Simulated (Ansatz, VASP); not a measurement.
One calculation of Si, two programs

```
CELL_PARAMETERS angstrom
0.00000 5.43000 5.43000
5.43000 0.00000 5.43000
5.43000 5.43000 0.00000
ATOMIC_POSITIONS crystal
Si 0.00245 0.99739 0.00269
Si 0.12510 0.12665 0.12317
Si 0.00351 0.99717 0.49581
Si 0.13072 0.12345 0.62228
Si 0.00045 0.50033 0.99880
Si 0.12509 0.62498 0.12320
Si 0.00343 0.50345 0.49584
Si 0.12499 0.62483 0.62522
Si 0.49749 0.99739 0.00269
Si 0.62222 0.12217 0.13339
Si 0.49925 0.99946 0.50199
Si 0.62354 0.12342 0.62227
Si 0.49748 0.50242 0.00265
Si 0.62676 0.62498 0.12320
Si 0.49732 0.50342 0.49585
Si 0.62344 0.63092 0.62222
Si 0.74942 0.24961 0.75150
```

Alike in both runs: functional PBE; k mesh 2 × 2 × 2; occupations gaussian, width 0.05 eV; no spin polarisation.

Ansatz relaxed the structure, and its values are those at the end. VASP's run is a single point on that final structure, the one shown.

|  | VASP | Ansatz |
| --- | --- | --- |
| version | VASP 6.6.1 | Ansatz 0.2.0 |
| potentials or method | VASP PAW PBE potentials, release 64 (Si), cutoff 520 eV | scalar-relativistic, plane waves, PAW |
| valence electrons in the cell | 68 | 68 |

```tsv
	VASP	Ansatz	Ansatz less VASP
rms of the force components (eV/Å)	0.010	0.010	0.0000
```

The k mesh is coarse, so the values compare programs but aren't converged.
